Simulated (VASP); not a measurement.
## Sc: relaxation of cell and atoms with PBEsol

Sc:

```
Sc
1.0
     3.23712    0.00000    0.00000
    -1.61856    2.80343    0.00000
     0.00000    0.00000    5.24413
Sc
2
Direct
  0.33333 0.66667 0.25000
  0.66667 0.33333 0.75000
```

```yaml
Program: VASP 6.6.1
Task: relaxation of cell and atoms
Functional: PBEsol
Potentials_or_basis: VASP PAW PBE potentials, release 64 (Sc_sv)
Cutoff: 600 eV
k_mesh: 14 × 14 × 8
Occupations: fermi-dirac, width 0.05 eV
Spin: no spin polarisation
Target_pressure: -0.46 GPa
Dipole_correction: no
Further_INCAR_settings: ALGO = Normal; EDIFF = 1e-06; IBRION = 2; EDIFFG = -0.005; NSW = 60; ISIF = 3
```

```yaml
Relaxed_volume: 23.87 Å³/atom
Relaxed_cell: a = 3.287 Å, b = 3.287 Å, c = 5.103 Å, α = 90.00°, β = 90.00°, γ = 120.00°
Space_group_after_relaxing_to_0.05_Å: P6_3/mmc (No. 194)
Energy_change_on_relaxing_the_enthalpy_is_what_falls: -6.7 meV/atom
Ionic_steps: 5
Pressure_after_relaxing: -0.5 GPa
Band_gap_on_the_k_mesh: zero (band 11 reaches 4.77 eV, above the bottom of band 12 at 3.21 eV)
```

Step by step:
```tsv
step	energy change (eV)	largest force (eV/Å)	pressure (GPa)	volume (Å³)
1	0.0000	0.0000	-0.18	47.59
2	-0.0102	0.0000	-0.57	47.87
3	-0.0120	0.0000	-0.84	48.07
4	-0.0136	0.0000	-0.35	47.64
5	-0.0134	0.0000	-0.46	47.73
```

Final structure:
```
Sc
1.0
     3.28660    0.00000    0.00000
    -1.64330    2.84628    0.00000
     0.00000    0.00000    5.10278
Sc
2
Direct
  0.33333 0.66667 0.25000
  0.66667 0.33333 0.75000
```

Levels at points of the mesh, in eV from the Fermi level:
| k point | band 9 | band 10 | band 11 | band 12 | band 13 | band 14 |
| --- | --- | --- | --- | --- | --- | --- |
| (0.00, 0.00, 0.00) | -5.19 | -1.68 | 0.72 | 1.62 | 1.62 | 1.92 |
| (0.50, 0.00, 0.00) | -1.64 | -1.10 | -0.71 | -0.33 | 1.35 | 1.35 |
| (0.00, 0.00, 0.50) | -3.60 | -3.60 | 1.01 | 1.01 | 1.53 | 1.53 |
| (0.50, 0.00, 0.50) | -1.52 | -1.52 | 0.08 | 0.08 | 1.34 | 1.34 |

Wall time 7.2 min on 1 thread of Oxide Virtual Turin-like Processor (shared host), peak memory 0.21 GiB.

Caveat: the cell is relaxed towards a set pressure, so the enthalpy falls and the energy may rise; the PAW data sets were made with another functional, which shifts forces and pressure a little.
